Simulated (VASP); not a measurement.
# MgS (gw) (I4/mmm) in VASP: further runs, part 2 of 2

VASP 6.6.1. The steps go on from the part before.

### Step 3. Single point, PBEsol

The input, INCAR:

```
ALGO = Normal
EDIFF = 1E-6
ENCUT = 600
GGA = PS
GGA_COMPAT = F
ISIF = 2
ISMEAR = 0
LASPH = T
LCHARG = F
LREAL = F
LWAVE = F
NBANDS = 11
NELM = 120
PREC = Accurate
SIGMA = 0.01
```

The input, KPOINTS:

```
k-points
0
Gamma
  4 4 4
```

The input, POSCAR:

```
MgS
1.0
    0.0000000000      2.6171221401      2.5776012219
    2.6171221401      0.0000000000      2.5776012219
    2.6171221401      2.6171221401      0.0000000000
Mg S
1 1
Direct
    0.0000000000      0.0000000000      0.0000000000
    0.5000000000      0.5000000000      0.5000000000
```

Potentials or basis: VASP PAW PBE potentials, release 64 (Mg, S).

Launch:

```sh
$ cat potpaw_PBE.64/Mg/POTCAR potpaw_PBE.64/S/POTCAR > POTCAR
$ mpirun -np 1 vasp_std > vasp.out
```

OUTCAR:

```text
EDIFF = 1E-6
   ENCUT = 600
   GGA = PS
   ISIF = 2
   ISMEAR = 0
   LASPH = T
   LREAL = F
   NELM = 120
   PREC = Accurate

 ion  position               nearest neighbor table
   1  0.000  0.000  0.000-   2 2.58   2 2.58   2 2.62   2 2.62   2 2.62   2 2.62
   2  0.500  0.500  0.500-   1 2.58   1 2.58   1 2.62   1 2.62   1 2.62   1 2.62

  LATTYP: Found a body centered tetragonal cell.
 ALAT       =     3.7011696249
 C/A-ratio  =     1.3928576548

  Lattice vectors:

 A1 = (   0.0000000000,  -2.6171221401,  -2.5776012219)
 A2 = (   0.0000000000,   2.6171221401,  -2.5776012219)
 A3 = (   2.6171221401,   0.0000000000,   2.5776012219)

Analysis of symmetry for initial positions (statically):
=====================================================================
 Subroutine PRICEL returns:
 Original cell was already a primitive cell.

 Routine SETGRP: Setting up the symmetry group for a
 body centered tetragonal supercell.

 Subroutine GETGRP returns: Found 16 space group operations
 (whereof 16 operations were pure point group operations)
 out of a pool of 16 trial point group operations.

The static configuration has the point symmetry D_4h.

Analysis of symmetry for dynamics (positions and initial velocities):
=====================================================================
 Subroutine PRICEL returns:
 Original cell was already a primitive cell.

 Routine SETGRP: Setting up the symmetry group for a
 body centered tetragonal supercell.

 Subroutine GETGRP returns: Found 16 space group operations
 (whereof 16 operations were pure point group operations)
 out of a pool of 16 trial point group operations.

The dynamic configuration has the point symmetry D_4h.

 Subroutine INISYM returns: Found 16 space group operations
 (whereof 16 operations are pure point group operations),
 and found     1 'primitive' translations

----------------------------------------------------------------------------------------

                                     Primitive cell

  volume of cell :      35.3097

  direct lattice vectors                    reciprocal lattice vectors
     0.000000000  2.617122140  2.577601222    -0.191049547  0.191049547  0.193978803
     2.617122140  0.000000000  2.577601222     0.191049547 -0.191049547  0.193978803
     2.617122140  2.617122140  0.000000000     0.191049547  0.191049547 -0.193978803

  length of vectors
     3.673330417  3.673330417  3.701169625     0.332607329  0.332607329  0.332607329

  position of ions in fractional coordinates (direct lattice)
     0.000000000  0.000000000  0.000000000
     0.500000000  0.500000000  0.500000000

  ion indices of the primitive-cell ions
   primitive index   ion index
                 1           1
                 2           2

----------------------------------------------------------------------------------------

 KPOINTS: k-points

Automatic generation of k-mesh.
 Grid dimensions read from file:
 generate k-points for:    4    4    4

 Generating k-lattice:

  Cartesian coordinates                     Fractional coordinates (reciprocal lattice)
    -0.047762387  0.047762387  0.048494701     0.250000000  0.000000000  0.000000000
     0.047762387 -0.047762387  0.048494701     0.000000000  0.250000000  0.000000000
[... 29 lines left out ...]
   number of dos      NEDOS =    301   number of ions     NIONS =      2
   total plane-waves  NPLWV =  27000
   dimension x,y,z NGX =    30 NGY =   30 NGZ =   30
   dimension x,y,z NGXF=    60 NGYF=   60 NGZF=   60
   ions per type =               1   1
   NGX,Y,Z   is equivalent  to a cutoff of  13.58, 13.58, 13.48 a.u.
   NGXF,Y,Z  is equivalent  to a cutoff of  27.15, 27.15, 26.95 a.u.
 SYSTEM =  unknown system
   PREC   = accura    normal or accurate (medium, high low for compatibility)
   ISTART =      0    job   : 0-new  1-cont  2-samecut
   ICHARG =      2    charge: 1-file 2-atom 10-const
   ISPIN  =      1    spin polarized calculation?
   LNONCOLLINEAR =      F non collinear calculations
   LSORBIT =      F    spin-orbit coupling
   LASPH  =      T    aspherical Exc in radial PAW
   ENCUT  =  600.0 eV  44.10 Ry    6.64 a.u.   7.34  7.34  7.39*2*pi/ulx,y,z
   NELM   =    120;   NELMIN=  2; NELMDL= -5     # of ELM steps
   EDIFF  = 0.1E-05   stopping-criterion for ELM
   LREAL  =      F    real-space projection
   EDIFFG = 0.1E-04   stopping-criterion for IOM
   NSW    =      0    number of steps for IOM
   IBRION =     -1    ionic relax: 0-MD 1-quasi-New 2-CG
   NFREE  =      0    steps in history (QN), initial steepest desc. (CG)
   ISIF   =      2    stress and relaxation
   ISYM   =      2    0-nonsym 1-usesym 2-fastsym
   POTIM  = 0.5000    time-step for ionic-motion
   TEBEG  =    0.0;   TEEND  =   0.0 temperature during run
   PSTRESS=    0.0 pullay stress
   NELECT =       8.0000    total number of electrons
   NUPDOWN=      -1.0000    fix difference up-down
   EMIN   =  10.00;   EMAX   =-10.00  energy-range for DOS
   EFERMI =   0.00;   METHOD = LEGACY
   ISMEAR =     0;   SIGMA  =   0.01  broadening in eV -4-tet -1-fermi 0-gaus
   EFERMI_NEDOS =   21; number of points for ismear=-14 and -15
   IALGO  =     38    algorithm
   IMIX   =      4    mixing-type and parameters
     AMIX     =   0.40;   BMIX     =  1.00
     AMIX_MAG =   1.60;   BMIX_MAG =  1.00
  volume/ion in A,a.u.               =      17.65       119.14
  Fermi-wavevector in a.u.,A,eV,Ry     =   0.998022  1.885989 13.552063  0.996049
  Thomas-Fermi vector in A             =   2.130218
   LORBIT       =      0    0 simple, 1 ext, 2 COOP (PROOUT), +10 PAW based schemes
   GGA     = PS    functional components
   LHFCALC =     F    Hartree Fock is set to
   AEXX    =    0.0000 exact exchange contribution
   IVDW    =     0    specifies the selected vdW correction
   LEPSILON=     F    determine dielectric tensor
   LRPA    =     F    only Hartree local field effects (RPA)
 non-spin polarized calculation
 Gauss-broadening in eV      SIGMA  =   0.01
  energy-cutoff  :      600.00
  volume of cell :       35.31
 maximum number of plane-waves:      1219
 NGX is ok and might be reduce to    30
   NGX = 15   NGY = 15   NGZ = 15

 number of electron       7.9999999 magnetization

 Free energy of the ion-electron system (eV)
  ---------------------------------------------------
  ext. energy  EPLUGINS =         0.00000000
  ---------------------------------------------------
  free energy    TOTEN  =        -9.02022167 eV

  energy without entropy =       -9.02022167  energy(sigma->0) =       -9.02022167

 E-fermi :   3.7868     XC(G=0):  -9.8185

 val. band max:        3.7047266512   @ k =   0.0000   0.0000   0.0000
 cond. band min:       6.3039998331   @ k =   0.5000   0.5000   0.0000
 fundamental gap:      2.5992731819
 Fermi energy:         3.7867916955

 k-point     1 :       0.0000    0.0000    0.0000
  band No.  band energies     occupation
      1      -8.9885      2.00000
      2       3.6362      2.00000
      3       3.7047      2.00000
      4       3.7047      2.00000
      5       7.2410      0.00000
      6      11.4657      0.00000
      7      11.4657      0.00000
      8      11.6222      0.00000
      9      13.8650      0.00000
     10      14.0756      0.00000
     11      15.9508      0.00000
[... 155 lines left out ...]
 k-point    13 :      -0.2500    0.2500    0.5000
  band No.  band energies     occupation
      1      -7.2546      2.00000
      2       0.4206      2.00000
      3       0.4206      2.00000
      4       1.2137      2.00000
      5       8.9557      0.00000
      6      11.5840      0.00000
      7      11.5840      0.00000
      8      11.7332      0.00000
      9      17.7878      0.00000
     10      17.7878      0.00000
     11      19.1351      0.00000

------------------------ aborting loop because EDIFF is reached ----------------------------------------

  FORCE on cell =-STRESS in cart. coord.  units (eV):
  Direction    XX          YY          ZZ          XY          YZ          ZX
  --------------------------------------------------------------------------------------
  -------------------------------------------------------------------------------------
  Total       -0.3100043     -0.3100043      0.0356727      0.0000000      0.0000000      0.0000000
  in kB      -14.0664523    -14.0664523      1.6186516      0.0000000      0.0000000      0.0000000
  external PRESSURE =      -8.8380843 kB  Pullay stress =       0.0000000 kB

 VOLUME and BASIS-vectors are now :
 -----------------------------------------------------------------------------
  energy-cutoff  :      600.00
  volume of cell :       35.31
      direct lattice vectors                 reciprocal lattice vectors
     0.000000000  2.617122140  2.577601222    -0.191049547  0.191049547  0.193978803
     2.617122140  0.000000000  2.577601222     0.191049547 -0.191049547  0.193978803
     2.617122140  2.617122140  0.000000000     0.191049547  0.191049547 -0.193978803

 POSITION                                       TOTAL-FORCE (eV/Angst)
 -----------------------------------------------------------------------------------
      0.00000      0.00000      0.00000        -0.000000      0.000000      0.000000
      2.61712      2.61712      2.57760         0.000000     -0.000000     -0.000000
 -----------------------------------------------------------------------------------
    total drift:                               -0.000000     -0.000000      0.000000

  FREE ENERGIE OF THE ION-ELECTRON SYSTEM (eV)
  ---------------------------------------------------
  free  energy   TOTEN  =        -9.0202216733 eV

  energy  without entropy=       -9.0202216733  energy(sigma->0) =       -9.02022167
```

OSZICAR:

```text
N       E                     dE             d eps       ncg     rms          rms(c)
DAV:   1     0.283750336074E+02    0.28375E+02   -0.40727E+03   294   0.694E+02
DAV:   2    -0.745668904793E+01   -0.35832E+02   -0.34245E+02   377   0.106E+02
DAV:   3    -0.939552614123E+01   -0.19388E+01   -0.19323E+01   357   0.267E+01
DAV:   4    -0.941087315375E+01   -0.15347E-01   -0.15345E-01   358   0.267E+00
DAV:   5    -0.941099747450E+01   -0.12432E-03   -0.12432E-03   356   0.260E-01    0.405E+00
DAV:   6    -0.906709172378E+01    0.34391E+00   -0.71767E-01   334   0.330E+00    0.307E+00
DAV:   7    -0.902301375929E+01    0.44078E-01   -0.20447E-01   325   0.189E+00    0.194E+00
DAV:   8    -0.902049281078E+01    0.25209E-02   -0.11352E-02   313   0.620E-01    0.798E-01
DAV:   9    -0.902023334462E+01    0.25947E-03   -0.61144E-04   345   0.136E-01    0.346E-01
DAV:  10    -0.902022019179E+01    0.13153E-04   -0.14811E-04   343   0.549E-02    0.283E-02
DAV:  11    -0.902022181042E+01   -0.16186E-05   -0.20149E-06   354   0.878E-03    0.187E-02
DAV:  12    -0.902022167334E+01    0.13708E-06   -0.12374E-07   200   0.188E-03
   1 F= -.90202217E+01 E0= -.90202217E+01  d E =-.995239E-33
```

stdout:

```text
POSCAR found type information on POSCAR MgS
 POSCAR found :  2 types and       2 ions
 scaLAPACK will be used
 -----------------------------------------------------------------------------
|                                                                             |
|                                                                             |
|     You enforced a specific xc type in the INCAR file but a different       |
|     I HOPE YOU KNOW WHAT YOU ARE DOING!                                     |
|                                                                             |
 -----------------------------------------------------------------------------

 LDA part: xc-table for (Slater+PW92), standard interpolation
 POSCAR, INCAR and KPOINTS ok, starting setup
 FFT: planning ... GRIDC
 FFT: planning ... GRID_SOFT
 FFT: planning ... GRID
 WAVECAR not read
 entering main loop
```

Run time: 4.7 s. Hardware: 1 thread of AMD EPYC 9R45 (Zen 5), shared host; peak memory 0.13 GiB.

What came out:

```
Free energy            : -9.0202 eV
Pressure               : -0.9 GPa
Band gap on the k mesh : 2.60 eV, indirect (least direct gap 3.54 eV)
```

Levels at points of the mesh, in eV from the valence-band top:
```
           k point  band 1  band 2  band 3  band 4  band 5  band 6  band 7  band 8  band 9
(0.00, 0.00, 0.00)  -12.69   -0.07    0.00    0.00    3.54    7.76    7.76    7.92   10.16
(0.50, 0.00, 0.00)  -11.37   -4.92   -0.64   -0.60    4.35    6.69    6.86   10.00   11.92
(0.50, 0.50, 0.00)  -10.95   -4.27   -1.78   -1.78    2.60    4.17   11.92   12.80   13.13
(0.50, 0.00, 0.50)  -11.01   -4.29   -1.77   -1.64    2.68    4.23   11.77   12.76   13.02
```

Caveat: the k points lie up to 0.52 Å⁻¹ apart; the PAW data sets were made with another functional, which shifts forces and pressure a little.
